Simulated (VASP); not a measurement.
MgSe3:

```xyz
4
Lattice="4.7735 0.0000 0.0000 0.0000 4.7735 0.0000 0.0000 0.0000 4.7735" Properties=species:S:1:pos:R:3 pbc="T T T"
Mg    0.0000    0.0000    0.0000
Se    0.0000    2.3867    2.3867
Se    2.3867    0.0000    2.3867
Se    2.3867    2.3867    0.0000
```

* Program: VASP 6.6.1
* Task: relaxation of cell and atoms
* Functional: PBE
* Potentials or basis: VASP PAW PBE potentials, release 64 (Mg, Se)
* Cutoff: 600 eV
* k mesh: 4 × 4 × 4
* Occupations: gaussian, width 0.1 eV
* Spin: no spin polarisation

At the start: pressure -8.4 GPa; volume 27.19 Å³/atom.

Problem. How do energy, volume and symmetry change on relaxing?

Solution. Over 3 steps the energy falls by 193.9 meV/atom and the volume is 21.26 Å³/atom (-21.8 %); space group Pm-3m (No. 221, to 0.05 Å).

The path:
```tsv
step	energy change (eV)	largest force (eV/Å)	pressure (GPa)	volume (Å³)
1	0.0000	0.0000	-8.36	108.77
2	-0.7564	0.0000	-1.89	87.93
3	-0.7755	0.0000	-0.13	85.03
```

Final structure:
```
Mg Se
1.0
     4.39738    0.00000    0.00000
     0.00000    4.39738    0.00000
     0.00000    0.00000    4.39738
Mg Se
1 3
Direct
  0.00000 0.00000 0.00000
  0.00000 0.50000 0.50000
  0.50000 0.00000 0.50000
  0.50000 0.50000 0.00000
```

Caveat: the volume moved by over 15 % at a fixed basis, so the end points are rough.
